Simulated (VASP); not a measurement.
# P in VASP: a series of runs

Runs on P. Level: PBEsol. Tasks: single point.

Everything below comes from runs of VASP 6.6.1. Logs are shortened: lines on timing, memory, paths and dates and some standing lists are left out, and cuts for length are marked.

### Step 1. The cell of the first run

The cell holds a slab with vacuum, 4 atoms: a = 3.284 Å, b = 34.857 Å, c = 4.864 Å, α = 90.00°, β = 90.00°, γ = 90.00°.

### Step 2. Single point, PBEsol (strain +0.000 along x and y, +0.050 along z)

File INCAR:

```
PREC = Accurate
ENCUT = 520
EDIFF = 1E-6
ISMEAR = 0
SIGMA = 0.05
LREAL = False
LASPH = True
NELM = 100
ALGO = Normal
ISIF = 2
LWAVE = False
LCHARG = False
GGA = PS
NBANDS = 18
```

File KPOINTS:

```
regular mesh
0
Gamma
  8 1 6
```

File POSCAR:

```
P
1.0
    3.2837277200      0.0000000000      0.0000000000
    0.0000000000     34.8570309900      0.0000000000
    0.0000000000      0.0000000000      4.8636889455
P
4
Direct
    0.0000000000      0.9702614300      0.5921507200
    0.0000000000      0.0297385700      0.4078492800
    0.5000000000      0.0297385700      0.0921507200
    0.5000000000      0.9702614300      0.9078492800
```

Potentials or basis: VASP PAW PBE potentials, release 64 (P).

On the command line:

```console
$ cat potpaw_PBE.64/P/POTCAR > POTCAR
$ mpirun -np 1 vasp_std > vasp.out
```

OUTCAR:

```text
PREC = Accurate
   ENCUT = 520
   EDIFF = 1E-6
   ISMEAR = 0
   LREAL = False
   LASPH = True
   NELM = 100
   ISIF = 2
   GGA = PS

 ion  position               nearest neighbor table
   1  0.000  0.970  0.592-   4 2.25   4 2.25   2 2.26
   2  0.000  0.030  0.408-   3 2.25   3 2.25   1 2.26
   3  0.500  0.030  0.092-   2 2.25   2 2.25   4 2.26
   4  0.500  0.970  0.908-   1 2.25   1 2.25   3 2.26

  LATTYP: Found a simple orthorhombic cell.
 ALAT       =     3.2837277200
 B/A-ratio  =     1.4811486701
 C/A-ratio  =    10.6150795566

  Lattice vectors:

 A1 = (  -3.2837277200,   0.0000000000,   0.0000000000)
 A2 = (   0.0000000000,   0.0000000000,   4.8636889455)
 A3 = (   0.0000000000,  34.8570309900,   0.0000000000)

Analysis of symmetry for initial positions (statically):
=====================================================================
 Subroutine PRICEL returns:
 Original cell was already a primitive cell.

 Routine SETGRP: Setting up the symmetry group for a
 simple orthorhombic supercell.

 Subroutine GETGRP returns: Found  8 space group operations
 (whereof  4 operations were pure point group operations)
 out of a pool of  8 trial point group operations.

The static configuration has the point symmetry C_2h.
 The point group associated with its full space group is D_2h.

Analysis of symmetry for dynamics (positions and initial velocities):
=====================================================================
 Subroutine PRICEL returns:
 Original cell was already a primitive cell.

 Routine SETGRP: Setting up the symmetry group for a
 simple orthorhombic supercell.

 Subroutine GETGRP returns: Found  8 space group operations
 (whereof  4 operations were pure point group operations)
 out of a pool of  8 trial point group operations.

The dynamic configuration has the point symmetry C_2h.
 The point group associated with its full space group is D_2h.

 Subroutine INISYM returns: Found  8 space group operations
 (whereof  4 operations are pure point group operations),
 and found     1 'primitive' translations

----------------------------------------------------------------------------------------

                                     Primitive cell

  volume of cell :     556.7027

  direct lattice vectors                    reciprocal lattice vectors
     3.283727720  0.000000000  0.000000000     0.304531948  0.000000000  0.000000000
     0.000000000 34.857030990  0.000000000     0.000000000  0.028688617  0.000000000
     0.000000000  0.000000000  4.863688945     0.000000000  0.000000000  0.205605254

  length of vectors
     3.283727720 34.857030990  4.863688945     0.304531948  0.028688617  0.205605254

  position of ions in fractional coordinates (direct lattice)
     0.000000000  0.970261430  0.592150720
     0.000000000  0.029738570  0.407849280
     0.500000000  0.029738570  0.092150720
     0.500000000  0.970261430  0.907849280

  ion indices of the primitive-cell ions
   primitive index   ion index
                 1           1
                 2           2
                 3           3
                 4           4

----------------------------------------------------------------------------------------

 KPOINTS: regular mesh

Automatic generation of k-mesh.
 Grid dimensions read from file:
 generate k-points for:    8    1    6

 Generating k-lattice:

  Cartesian coordinates                     Fractional coordinates (reciprocal lattice)
     0.038066494  0.000000000  0.000000000     0.125000000  0.000000000  0.000000000
     0.000000000  0.028688617  0.000000000     0.000000000  1.000000000  0.000000000
     0.000000000  0.000000000  0.034267542     0.000000000  0.000000000  0.166666667

  Length of vectors
     0.038066494  0.028688617  0.034267542

  Shift w.r.t. Gamma in fractional coordinates (k-lattice)
     0.000000000  0.000000000  0.000000000

 Subroutine IBZKPT returns following result:
 ===========================================

 Found     20 irreducible k-points:

 Following reciprocal coordinates:
            Coordinates               Weight
  0.000000  0.000000  0.000000      1.000000
  0.125000  0.000000  0.000000      2.000000
  0.250000  0.000000  0.000000      2.000000
  0.375000  0.000000  0.000000      2.000000
  0.500000  0.000000  0.000000      1.000000
  0.000000  0.000000  0.166667      2.000000
[... 12 lines left out ...]
  0.375000  0.000000  0.500000      2.000000
  0.500000  0.000000  0.500000      1.000000
   k-points           NKPTS =     20   k-points in BZ     NKDIM =     20   number of bands    NBANDS=     18
   number of dos      NEDOS =    301   number of ions     NIONS =      4
   total plane-waves  NPLWV = 233280
   dimension x,y,z NGX =    24 NGY =  270 NGZ =   36
   dimension x,y,z NGXF=    48 NGYF=  540 NGZF=   72
   ions per type =               4
   NGX,Y,Z   is equivalent  to a cutoff of  12.15, 12.88, 12.31 a.u.
   NGXF,Y,Z  is equivalent  to a cutoff of  24.30, 25.75, 24.61 a.u.
 SYSTEM =  unknown system
   PREC   = accura    normal or accurate (medium, high low for compatibility)
   ISTART =      0    job   : 0-new  1-cont  2-samecut
   ICHARG =      2    charge: 1-file 2-atom 10-const
   ISPIN  =      1    spin polarized calculation?
   LNONCOLLINEAR =      F non collinear calculations
   LSORBIT =      F    spin-orbit coupling
   LASPH  =      T    aspherical Exc in radial PAW
   ENCUT  =  520.0 eV  38.22 Ry    6.18 a.u.   6.11 64.81  9.04*2*pi/ulx,y,z
   NELM   =    100;   NELMIN=  2; NELMDL= -5     # of ELM steps
   EDIFF  = 0.1E-05   stopping-criterion for ELM
   LREAL  =      F    real-space projection
   EDIFFG = 0.1E-04   stopping-criterion for IOM
   NSW    =      0    number of steps for IOM
   IBRION =     -1    ionic relax: 0-MD 1-quasi-New 2-CG
   NFREE  =      0    steps in history (QN), initial steepest desc. (CG)
   ISIF   =      2    stress and relaxation
   ISYM   =      2    0-nonsym 1-usesym 2-fastsym
   POTIM  = 0.5000    time-step for ionic-motion
   TEBEG  =    0.0;   TEEND  =   0.0 temperature during run
   PSTRESS=    0.0 pullay stress
   NELECT =      20.0000    total number of electrons
   NUPDOWN=      -1.0000    fix difference up-down
   EMIN   =  10.00;   EMAX   =-10.00  energy-range for DOS
   EFERMI =   0.00;   METHOD = LEGACY
   ISMEAR =     0;   SIGMA  =   0.05  broadening in eV -4-tet -1-fermi 0-gaus
   EFERMI_NEDOS =   21; number of points for ismear=-14 and -15
   IALGO  =     38    algorithm
   IMIX   =      4    mixing-type and parameters
     AMIX     =   0.40;   BMIX     =  1.00
     AMIX_MAG =   1.60;   BMIX_MAG =  1.00
  volume/ion in A,a.u.               =     139.18       939.20
  Fermi-wavevector in a.u.,A,eV,Ry     =   0.540186  1.020804  3.970200  0.291801
  Thomas-Fermi vector in A             =   1.567205
   LORBIT       =      0    0 simple, 1 ext, 2 COOP (PROOUT), +10 PAW based schemes
   GGA     = PS    functional components
   LHFCALC =     F    Hartree Fock is set to
   AEXX    =    0.0000 exact exchange contribution
   IVDW    =     0    specifies the selected vdW correction
   LEPSILON=     F    determine dielectric tensor
   LRPA    =     F    only Hartree local field effects (RPA)
 non-spin polarized calculation
 Gauss-broadening in eV      SIGMA  =   0.05
  energy-cutoff  :      520.00
  volume of cell :      556.70
 maximum number of plane-waves:     15046
   NGX = 13   NGY =129   NGZ = 19

 number of electron      20.0000002 magnetization

 Free energy of the ion-electron system (eV)
  ---------------------------------------------------
  ext. energy  EPLUGINS =         0.00000000
  ---------------------------------------------------
  free energy    TOTEN  =       -22.72922091 eV

  energy without entropy =      -22.72922091  energy(sigma->0) =      -22.72922091

 E-fermi :  -3.4693     XC(G=0):  -1.7412

 val. band max:       -3.7293665139   @ k =   0.0000   0.0000   0.0000
 cond. band min:      -2.5776407570   @ k =   0.5000   0.0000   0.0000
 fundamental gap:      1.1517257569
 Fermi energy:        -3.4692692227

 k-point     1 :       0.0000    0.0000    0.0000
  band No.  band energies     occupation
      1     -18.3267      2.00000
      2     -15.9293      2.00000
      3     -13.0729      2.00000
      4      -9.1647      2.00000
      5      -8.5531      2.00000
      6      -8.0557      2.00000
[... 10 lines left out ...]
     17       1.5351      0.00000
     18       1.6748      0.00000

 k-point     2 :       0.1250    0.0000    0.0000
  band No.  band energies     occupation
      1     -18.1410      2.00000
      2     -15.7337      2.00000
      3     -13.1020      2.00000
      4      -9.0302      2.00000
      5      -8.6540      2.00000
      6      -7.8915      2.00000
[... 10 lines left out ...]
     17       1.3990      0.00000
     18       1.7520      0.00000

 k-point     3 :       0.2500    0.0000    0.0000
  band No.  band energies     occupation
      1     -17.5909      2.00000
      2     -15.1497      2.00000
      3     -13.3972      2.00000
      4      -9.5729      2.00000
      5      -8.8517      2.00000
      6      -8.6820      2.00000
[... 10 lines left out ...]
     17       2.0052      0.00000
     18       2.2415      0.00000

 k-point     4 :       0.3750    0.0000    0.0000
  band No.  band energies     occupation
      1     -16.7027      2.00000
      2     -14.3012      2.00000
      3     -14.1875      2.00000
      4     -11.2568      2.00000
      5      -9.1436      2.00000
      6      -8.3989      2.00000
[... 291 lines left out ...]
      4     -11.8640      2.00000
      5      -8.7403      2.00000
      6      -8.7403      2.00000
[... 10 lines left out ...]
     17       2.7065      0.00000
     18       2.7065      0.00000

 k-point    19 :       0.3750    0.0000    0.5000
  band No.  band energies     occupation
      1     -15.8379      2.00000
      2     -15.8379      2.00000
      3     -12.5620      2.00000
      4     -12.5620      2.00000
      5      -9.0414      2.00000
      6      -9.0414      2.00000
[... 10 lines left out ...]
     17       2.8527      0.00000
     18       2.8527      0.00000

 k-point    20 :       0.5000    0.0000    0.5000
  band No.  band energies     occupation
      1     -15.2730      2.00000
      2     -15.2730      2.00000
      3     -13.2463      2.00000
      4     -13.2463      2.00000
      5      -8.4468      2.00000
      6      -8.4468      2.00000
[... 10 lines left out ...]
     17       3.0207      0.00000
     18       3.0207      0.00000

------------------------ aborting loop because EDIFF is reached ----------------------------------------

  FORCE on cell =-STRESS in cart. coord.  units (eV):
  Direction    XX          YY          ZZ          XY          YZ          ZX
  --------------------------------------------------------------------------------------
  -------------------------------------------------------------------------------------
  Total       -1.8373081     -0.3839173     -3.4013740      0.0000000      0.0000000      0.0000000
  in kB       -5.2877296     -1.1049049     -9.7890748      0.0000000      0.0000000      0.0000000
  external PRESSURE =      -5.3939031 kB  Pullay stress =       0.0000000 kB

 VOLUME and BASIS-vectors are now :
 -----------------------------------------------------------------------------
  energy-cutoff  :      520.00
  volume of cell :      556.70
      direct lattice vectors                 reciprocal lattice vectors
     3.283727720  0.000000000  0.000000000     0.304531948  0.000000000  0.000000000
     0.000000000 34.857030990  0.000000000     0.000000000  0.028688617  0.000000000
     0.000000000  0.000000000  4.863688945     0.000000000  0.000000000  0.205605254

 POSITION                                       TOTAL-FORCE (eV/Angst)
 -----------------------------------------------------------------------------------
      0.00000     33.82043      2.88004        -0.000000      0.089207      0.459549
      0.00000      1.03660      1.98365         0.000000     -0.089207     -0.459549
      1.64186      1.03660      0.44819        -0.000000     -0.089207      0.459549
      1.64186     33.82043      4.41550         0.000000      0.089207     -0.459549
 -----------------------------------------------------------------------------------
    total drift:                               -0.000000      0.000000     -0.000000

  FREE ENERGIE OF THE ION-ELECTRON SYSTEM (eV)
  ---------------------------------------------------
  free  energy   TOTEN  =       -22.7292209081 eV

  energy  without entropy=      -22.7292209081  energy(sigma->0) =      -22.72922091
```

It took 4.4 min on 1 thread of Intel Xeon 6975P-C, shared host; peak memory 0.58 GiB.

Results:

- Free energy: -22.7292 eV
- Largest force: 0.468 eV/Å
- Band gap on the k mesh: 1.15 eV, indirect (least direct gap 1.19 eV)

Forces in eV/Å, atoms in the order of the input:
```
P    0.000  0.089  0.460
P    0.000 -0.089 -0.460
P    0.000 -0.089  0.460
P    0.000  0.089 -0.460
```

Caveat: the cell differs from its parent crystal (strain +0.000 along x and y, +0.050 along z); the PAW data sets were made with another functional, which shifts forces and pressure a little.

### Step 3. Single point, PBEsol (strain +0.025 along x and y, +0.000 along z)

File INCAR:

```
SYSTEM = P
ALGO = Normal ; EDIFF = 1E-6
ENCUT = 520 ; GGA = PS
ISIF = 2 ; ISMEAR = 0
LASPH = .TRUE. ; LCHARG = .TRUE.
LELF = .TRUE. ; LREAL = .FALSE.
LVHAR = .TRUE. ; LWAVE = .FALSE.
NBANDS = 18 ; NELM = 100
PREC = Accurate ; SIGMA = 0.05
```

File KPOINTS:

```
k-points
0
G
  8 1 6
  0 0 0
```

File POSCAR:

```
P
1.0
    3.3658209130      0.0000000000      0.0000000000
    0.0000000000     35.7284567647      0.0000000000
    0.0000000000      0.0000000000      4.6320847100
P
4
Direct
    0.0000000000      0.9702614300      0.5921507200
    0.0000000000      0.0297385700      0.4078492800
    0.5000000000      0.0297385700      0.0921507200
    0.5000000000      0.9702614300      0.9078492800
```

Potentials or basis: VASP PAW PBE potentials, release 64 (P).

On the command line:

```console
$ cat potpaw_PBE.64/P/POTCAR > POTCAR
$ mpirun -np 1 vasp_std > vasp.out
```

Wall time 5.8 min (1 thread of Intel Xeon 6975P-C, shared host); peak memory 0.63 GiB.

The run converged. Its results:

* Free energy: -22.7538 eV
* Largest force: 0.413 eV/Å
* Band gap on the k mesh: 0.80 eV, direct

Forces in eV/Å, atoms in the order of the input:
```
P    0.000  0.354 -0.213
P    0.000 -0.354  0.213
P    0.000 -0.354 -0.213
P    0.000  0.354  0.213
```

Levels at points of the mesh, in eV from the valence-band top:
```tsv
k point	band 6	band 7	band 8	band 9	band 10	band 11	band 12	band 13	band 14	band 15
(0.00, 0.00, 0.00)	-4.38	-3.60	-2.09	-1.61	0.00	0.80	1.23	2.21	3.16	4.43
(0.50, 0.00, 0.00)	-4.89	-2.71	-2.71	-2.01	-2.01	1.16	1.16	2.18	2.18	3.55
(0.00, 0.00, 0.50)	-2.92	-2.83	-2.83	-1.30	-1.30	1.68	1.68	3.46	3.46	3.54
(0.50, 0.00, 0.50)	-4.93	-4.56	-4.56	-1.17	-1.17	2.16	2.16	3.88	3.88	5.28
```

Caveat: the cell differs from its parent crystal (strain +0.025 along x and y, +0.000 along z); the PAW data sets were made with another functional, which shifts forces and pressure a little.

(Part 1 of 2 ends here.)
